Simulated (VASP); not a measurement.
Here is a VASP 6.6.1 calculation.

File INCAR:

```
SYSTEM = Au
ALGO = Fast ; EDIFF = 1E-7
ENCUT = 520 ; GGA = PE
ISIF = 2 ; ISMEAR = 0
LASPH = .True. ; LCHARG = .False.
LREAL = .False. ; LWAVE = .False.
NBANDS = 18 ; NELM = 60
PREC = Accurate ; SIGMA = 0.1
```

The input KPOINTS:

```
Automatic mesh
0
Gamma
  12 12 6
  0.5 0.5 0.5
```

File POSCAR:

```
Au
1.0
    1.4113099650     -2.5559330250      0.0000000000
    1.4113099650      2.5559330250      0.0000000000
    0.0000000000      0.0000000000      4.8931696100
Au
2
Direct
    0.6653279700      0.3346720300      0.2500000000
    0.3346720300      0.6653279700      0.7500000000
```

Potentials or basis: VASP PAW PBE potentials, release 64 (Au).

Command:

```console
$ cat potpaw_PBE.64/Au/POTCAR > POTCAR
$ mpirun -np 1 vasp_std > vasp.out
```

Problem. What does it give for the pressure?

Solution. 2.7 GPa.

Problem. Estimate the band gap on the k mesh.

Solution. Zero (band 11 reaches 11.81 eV, above the bottom of band 12 at 6.51 eV).

Problem. Predict the largest force.

Solution. 0.019 eV/Å.

Stress tensor (GPa, compression positive):
```
3.63 0.00 0.00
0.00 1.31 0.00
0.00 0.00 3.28
```

Caveat: spin-orbit coupling is left out, which moves the levels of the heavy elements.
